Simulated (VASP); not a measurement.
Write the native input for VASP 6.6.1 that does the following.

| Quantity | Value |
| --- | --- |
| Task | single point |
| Functional | PBE |
| Potentials or basis | VASP PAW PBE potentials, release 64 (Pb_d, Te) |
| Cutoff | 520 eV |
| k mesh | 13 × 13 × 13 |
| Occupations | fermi-dirac, width 0.08 eV |
| Spin | no spin polarisation |
| Dipole correction | no |
| Further INCAR settings | ALGO = Normal; EDIFF = 1e-07; NBANDS = 17 |

The structure of TePb (rocksalt type) lies in POSCAR:

```
TePb
1.0
    0.0000000000      2.7992828609      2.7992828609
    2.7992828609      0.0000000000      2.7992828609
    2.7992828609      2.7992828609      0.0000000000
Pb Te
1 1
Direct
    0.0000000000      0.0000000000      0.0000000000
    0.5000000000      0.5000000000      0.5000000000
```

The input as run:

INCAR

```
ALGO = Normal ; EDIFF = 1E-7
ENCUT = 520 ; GGA = PE
ISIF = 2 ; ISMEAR = -1
LASPH = True ; LCHARG = True
LELF = True ; LREAL = False
LVHAR = True ; LWAVE = False
NBANDS = 17 ; NELM = 80
PREC = Accurate ; SIGMA = 0.08
```

KPOINTS

```
k-points
0
Gamma
  13 13 13
```

Potentials or basis: VASP PAW PBE potentials, release 64 (Pb_d, Te).

Run with:

```bash
$ cat potpaw_PBE.64/Pb_d/POTCAR potpaw_PBE.64/Te/POTCAR > POTCAR
$ mpirun -np 1 vasp_std > vasp.out
```

It gave:

```
Pressure : 54.0 GPa
```

Caveat: the cell stands under pressure.

Wall time 30 s on 1 thread of Intel(R) Xeon(R) 6975P-C (Granite Rapids), on a shared host, peak memory 0.21 GiB.
